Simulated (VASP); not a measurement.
BaTiO3: single point with PBE

The system is BaTiO3.

```
CELL_PARAMETERS angstrom
3.99410 0.00000 0.00000
0.00000 3.99410 0.00000
0.00000 0.00000 3.99410
ATOMIC_POSITIONS crystal
Ba 0.50000 0.50000 0.50000
Ti 0.00000 0.00000 0.00000
O 0.50000 0.00000 0.00000
O 0.00000 0.50000 0.00000
O 0.00000 0.00000 0.50000
```

```
Program                : VASP 6.6.1
Task                   : single point
Functional             : PBE
Potentials or basis    : VASP PAW PBE potentials, release 64 (Ba_sv, Ti_sv, O)
Cutoff                 : 520 eV
k mesh                 : 6 × 6 × 6
Occupations            : fermi-dirac, width 0.02 eV
Spin                   : no spin polarisation
Dipole correction      : no
Further INCAR settings : ALGO = Normal; EDIFF = 1e-06; NBANDS = 28
```

The pressure is 5.0 GPa and the band gap on the k mesh is 1.76 eV, indirect (least direct gap 1.90 eV).

Levels at points of the mesh, in eV from the valence-band top:
| k point | band 18 | band 19 | band 20 | band 21 | band 22 | band 23 |
| --- | --- | --- | --- | --- | --- | --- |
| (0.00, 0.00, 0.00) | -0.14 | -0.14 | -0.14 | 1.76 | 1.76 | 1.76 |
| (0.50, 0.00, 0.00) | -1.84 | -0.71 | -0.71 | 1.92 | 3.52 | 3.52 |
| (0.50, 0.50, 0.00) | -0.87 | -0.87 | -0.09 | 3.52 | 3.52 | 3.94 |
| (0.50, 0.50, 0.50) | 0.00 | 0.00 | 0.00 | 4.20 | 4.20 | 4.20 |

It took 68 s on 1 thread of Intel Xeon 6975P-C, on a shared host, peak memory 0.19 GiB.

Caveat: spin-orbit coupling is left out, which moves the levels of the heavy elements. A k mesh can miss the band edges.
